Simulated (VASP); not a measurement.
A run of VASP 6.6.1:

INCAR

```
SYSTEM = YHf2O2
PREC = Accurate ; ENCUT = 520
EDIFF = 1E-7 ; ISMEAR = 0
SIGMA = 0.1 ; LREAL = .False.
LASPH = .True. ; NELM = 100
ALGO = Normal ; ISIF = 2
LWAVE = .False. ; LCHARG = .False.
GGA = PE ; NBANDS = 30
```

The input KPOINTS:

```
Automatic mesh
0
Gamma
  6 6 4
  0 0 0
```

The input POSCAR:

```
YHf2O2
1.0
    3.2577747114      0.0000000023      0.0000000000
   -1.6288873577      2.8213156588      0.0000000000
    0.0000000000      0.0000000000      8.1515716495
Y Hf O
1 2 2
Direct
    0.0000000000      0.0000000000      0.0000000000
    0.6666666667      0.3333333333      0.6531641308
    0.3333333333      0.6666666667      0.3468358692
    0.6666666667      0.3333333333      0.1711141057
    0.3333333333      0.6666666667      0.8288858943
```

Potentials or basis: VASP PAW PBE potentials, release 64 (Y_sv, Hf_pv, O).

Run with:

```console
$ cat potpaw_PBE.64/Y_sv/POTCAR potpaw_PBE.64/Hf_pv/POTCAR potpaw_PBE.64/O/POTCAR > POTCAR
$ mpirun -np 1 vasp_std > vasp.out
```

Hardware: 1 thread of Intel(R) Xeon(R) 6975P-C (Granite Rapids), on a shared host.

Question: How long does it take, and how much memory?

Answer: It took 26 s on 1 thread of Intel(R) Xeon(R) 6975P-C (Granite Rapids), on a shared host, peak memory 0.22 GiB. Counts: scf iterations 17, k points 24.
